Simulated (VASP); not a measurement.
ZnO: single point with PBE

The system is ZnO.

```
CELL_PARAMETERS angstrom
4.91909 -8.52011 0.00000
-9.83817 0.00000 0.00000
0.00000 0.00000 -10.58647
ATOMIC_POSITIONS crystal
Zn 0.55556 0.44444 0.24970
Zn 0.55556 0.44444 0.74970
Zn 0.22222 0.44444 0.24970
Zn 0.22222 0.44444 0.74970
Zn 0.88889 0.44444 0.24970
Zn 0.88889 0.44444 0.74970
Zn 0.55556 0.11111 0.24970
Zn 0.55556 0.11111 0.74970
Zn 0.22222 0.11111 0.24970
Zn 0.22222 0.11111 0.74970
Zn 0.88889 0.11111 0.24970
Zn 0.88889 0.11111 0.74970
Zn 0.55556 0.77778 0.24970
Zn 0.55556 0.77778 0.74970
Zn 0.22222 0.77778 0.24970
Zn 0.22222 0.77778 0.74970
Zn 0.88889 0.77778 0.24970
Zn 0.88889 0.77778 0.74970
Zn 0.44444 0.55556 0.49970
Zn 0.44444 0.55556 0.99970
Zn 0.11111 0.55556 0.49970
Zn 0.11111 0.55556 0.99970
Zn 0.77778 0.55556 0.49970
Zn 0.77778 0.55556 0.99970
Zn 0.44444 0.22222 0.49970
Zn 0.44444 0.22222 0.99970
Zn 0.11111 0.22222 0.49970
Zn 0.11111 0.22222 0.99970
Zn 0.77778 0.22222 0.49970
Zn 0.77778 0.22222 0.99970
Zn 0.44444 0.88889 0.49970
Zn 0.44444 0.88889 0.99970
Zn 0.11111 0.88889 0.49970
Zn 0.11111 0.88889 0.99970
Zn 0.77778 0.88889 0.49970
Zn 0.77778 0.88889 0.99970
O 0.55556 0.44444 0.06015
O 0.55556 0.44444 0.56015
O 0.22222 0.44444 0.06015
O 0.22222 0.44444 0.56015
O 0.88889 0.44444 0.06015
O 0.88889 0.44444 0.56015
O 0.55556 0.11111 0.06015
O 0.55556 0.11111 0.56015
O 0.22222 0.11111 0.06015
O 0.22222 0.11111 0.56015
O 0.88889 0.11111 0.06015
O 0.88889 0.11111 0.56015
O 0.55556 0.77778 0.06015
O 0.55556 0.77778 0.56015
O 0.22222 0.77778 0.06015
O 0.22222 0.77778 0.56015
O 0.88889 0.77778 0.06015
O 0.88889 0.77778 0.56015
O 0.44444 0.55556 0.31015
O 0.44444 0.55556 0.81015
O 0.11111 0.55556 0.31015
O 0.11111 0.55556 0.81015
O 0.77778 0.55556 0.31015
O 0.77778 0.55556 0.81015
O 0.44444 0.22222 0.31015
O 0.44444 0.22222 0.81015
O 0.11111 0.22222 0.31015
O 0.11111 0.22222 0.81015
O 0.77778 0.22222 0.31015
O 0.77778 0.22222 0.81015
O 0.44444 0.88889 0.31015
O 0.44444 0.88889 0.81015
O 0.11111 0.88889 0.31015
O 0.11111 0.88889 0.81015
O 0.77778 0.88889 0.31015
O 0.77778 0.88889 0.81015
```

```
Program             : VASP 6.6.1
Task                : single point
Functional          : PBE
Potentials or basis : VASP PAW PBE potentials, release 64 (Zn, O)
Cutoff              : 520 eV
k mesh              : 1 × 1 × 1
Occupations         : gaussian, width 0.01 eV
Spin                : no spin polarisation
```

```json
{"Pressure": "1.1 GPa", "Largest force": "0.018 eV/Å", "Band gap on the k mesh": "0.70 eV"}
```

Forces on the atoms (eV/Å):
```
Zn   0.000  0.000  0.018
Zn   0.000  0.000  0.018
Zn   0.000  0.000  0.018
Zn   0.000  0.000  0.018
Zn   0.000  0.000  0.018
Zn   0.000  0.000  0.018
Zn   0.000  0.000  0.018
Zn   0.000  0.000  0.018
Zn   0.000  0.000  0.018
Zn   0.000  0.000  0.018
Zn   0.000  0.000  0.018
Zn   0.000  0.000  0.018
Zn   0.000  0.000  0.018
Zn   0.000  0.000  0.018
Zn   0.000  0.000  0.018
Zn   0.000  0.000  0.018
Zn   0.000  0.000  0.018
Zn   0.000  0.000  0.018
Zn   0.000  0.000  0.018
Zn   0.000  0.000  0.018
Zn   0.000  0.000  0.018
Zn   0.000  0.000  0.018
Zn   0.000  0.000  0.018
Zn   0.000  0.000  0.018
Zn   0.000  0.000  0.018
Zn   0.000  0.000  0.018
Zn   0.000  0.000  0.018
Zn   0.000  0.000  0.018
Zn   0.000  0.000  0.018
Zn   0.000  0.000  0.018
Zn   0.000  0.000  0.018
Zn   0.000  0.000  0.018
Zn   0.000  0.000  0.018
Zn   0.000  0.000  0.018
Zn   0.000  0.000  0.018
Zn   0.000  0.000  0.018
O    0.000  0.000 -0.018
O    0.000  0.000 -0.018
O    0.000  0.000 -0.018
O    0.000  0.000 -0.018
O    0.000  0.000 -0.018
O    0.000  0.000 -0.018
O    0.000  0.000 -0.018
O    0.000  0.000 -0.018
O    0.000  0.000 -0.018
O    0.000  0.000 -0.018
O    0.000  0.000 -0.018
O    0.000  0.000 -0.018
O    0.000  0.000 -0.018
O    0.000  0.000 -0.018
O    0.000  0.000 -0.018
O    0.000  0.000 -0.018
O    0.000  0.000 -0.018
O    0.000  0.000 -0.018
O    0.000  0.000 -0.018
O    0.000  0.000 -0.018
O    0.000  0.000 -0.018
O    0.000  0.000 -0.018
O    0.000  0.000 -0.018
O    0.000  0.000 -0.018
O    0.000  0.000 -0.018
O    0.000  0.000 -0.018
O    0.000  0.000 -0.018
O    0.000  0.000 -0.018
O    0.000  0.000 -0.018
O    0.000  0.000 -0.018
O    0.000  0.000 -0.018
O    0.000  0.000 -0.018
O    0.000  0.000 -0.018
O    0.000  0.000 -0.018
O    0.000  0.000 -0.018
O    0.000  0.000 -0.018
```

Stress tensor (GPa, compression positive):
```
1.51 0.00 0.00
0.00 1.51 0.00
0.00 0.00 0.34
```

Levels at points of the mesh, in eV from the valence-band top:
| k point | band 320 | band 321 | band 322 | band 323 | band 324 | band 325 | band 326 | band 327 | band 328 | band 329 |
| --- | --- | --- | --- | --- | --- | --- | --- | --- | --- | --- |
| (0.00, 0.00, 0.00) | -0.37 | -0.37 | -0.08 | 0.00 | 0.00 | 0.70 | 3.34 | 3.34 | 4.14 | 4.14 |

Run time: 20 min on 1 thread of AMD EPYC 7R13 (shared host), peak memory 0.96 GiB.

Caveat: the k points lie up to 0.74 Å⁻¹ apart. As with any semilocal functional, this PBE gap is likely too small.
